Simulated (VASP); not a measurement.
A run of VASP 6.6.1 is set up as follows.

The input POSCAR:

```
Ge
1.0
    2.7104700000      0.0000000000      0.0000000000
    0.0000000000      2.7104700000      0.0000000000
    0.0000000000      0.0000000000      2.7104700000
Ge
1
Direct
    0.0000000000      0.0000000000      0.0000000000
```

Contents of INCAR.step1:

```
PREC     = Accurate       # precision mode
ENCUT    = 520            # plane-wave cutoff, eV
EDIFF    = 1E-5           # SCF threshold, eV
ISMEAR   = -1             # smearing method
SIGMA    = 0.05           # smearing width, eV
LREAL    = F              # projectors in reciprocal space
LASPH    = T              # aspherical terms in the spheres
NELM     = 150            # most SCF steps
ALGO     = Normal         # electronic algorithm
ISIF     = 2              # what is computed and relaxed
LWAVE    = T              # write WAVECAR
LCHARG   = F              # write CHGCAR
LNONCOLLINEAR= T              # non-collinear magnetism
MAGMOM   = 0 0 0          # initial moments
LORBIT   = 11             # projections on sites
LSORBIT  = T              # spin-orbit coupling
GGA_COMPAT= F            
LORBMOM  = T            
GGA      = PE             # functional
NBANDS   = 25             # bands
```

File INCAR.step2:

```
PREC     = Accurate       # precision mode
ENCUT    = 520            # plane-wave cutoff, eV
EDIFF    = 1E-7           # SCF threshold, eV
ISMEAR   = -1             # smearing method
SIGMA    = 0.05           # smearing width, eV
LREAL    = F              # projectors in reciprocal space
LASPH    = T              # aspherical terms in the spheres
NELM     = 150            # most SCF steps
ALGO     = Normal         # electronic algorithm
ISIF     = 2              # what is computed and relaxed
LWAVE    = F              # write WAVECAR
LCHARG   = F              # write CHGCAR
LNONCOLLINEAR= T              # non-collinear magnetism
MAGMOM   = 0 0 0          # initial moments
LORBIT   = 11             # projections on sites
LSORBIT  = T              # spin-orbit coupling
GGA_COMPAT= F            
LORBMOM  = T            
GGA      = PE             # functional
LHFCALC  = T              # exact exchange
HFSCREEN = 0.2079         # screening, 1/A
PRECFOCK = Normal       
ISTART   = 1            
NBANDS   = 25             # bands
```

File KPOINTS:

```
regular mesh
0
Gamma
  4 4 4
```

Potentials or basis: VASP PAW PBE potentials, release 64 (Ge_d).

Command:

```console
$ cat potpaw_PBE.64/Ge_d/POTCAR > POTCAR
$ cp INCAR.step1 INCAR
$ mpirun -np 1 vasp_ncl > vasp.out
$ cp INCAR.step2 INCAR
$ mpirun -np 1 vasp_ncl > vasp.out
```

(1) Predict the net moment.

(2) What does it give for the pressure?

Results:

(1) 0.00 μB per cell.

(2) -1.6 GPa.

Caveat: the k points lie up to 0.58 Å⁻¹ apart; the PAW data sets were made with another functional, which shifts forces and pressure a little.
